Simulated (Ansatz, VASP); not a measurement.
**Two plane-wave programs on CdTe**

```
Cd Te
1.0
     0.00000    3.30909    3.30909
     3.30909    0.00000    3.30909
     3.30909    3.30909    0.00000
Cd Te
1 1
Direct
  0.00000 0.00000 0.00000
  0.25000 0.25000 0.25000
```

Alike in both runs: task single point; functional PBE; k mesh 10 × 10 × 10; occupations gaussian, width 0.05 eV; no spin polarisation.

|  | VASP | Ansatz |
| --- | --- | --- |
| version | VASP 6.6.1 | Ansatz 0.2.0 |
| potentials or method | VASP PAW PBE potentials, release 64 (Cd, Te), cutoff 520 eV | scalar-relativistic, plane waves, PAW |
| valence electrons in the cell | 18 | 36 |

Ansatz gave:

* pressure (GPa): 0.0

**Question.** What did VASP give for the same quantities?

**Answer.** Pressure (GPa): 0.1.

With one functional, cell and mesh, what is left measures potentials, basis and numerics. VASP's potentials hold 18 valence electrons a cell and Ansatz's 36, so a difference there can come from the potentials and not from the codes. Ansatz's warnings: stress scf threshold loose.

Spin-orbit coupling is off throughout.
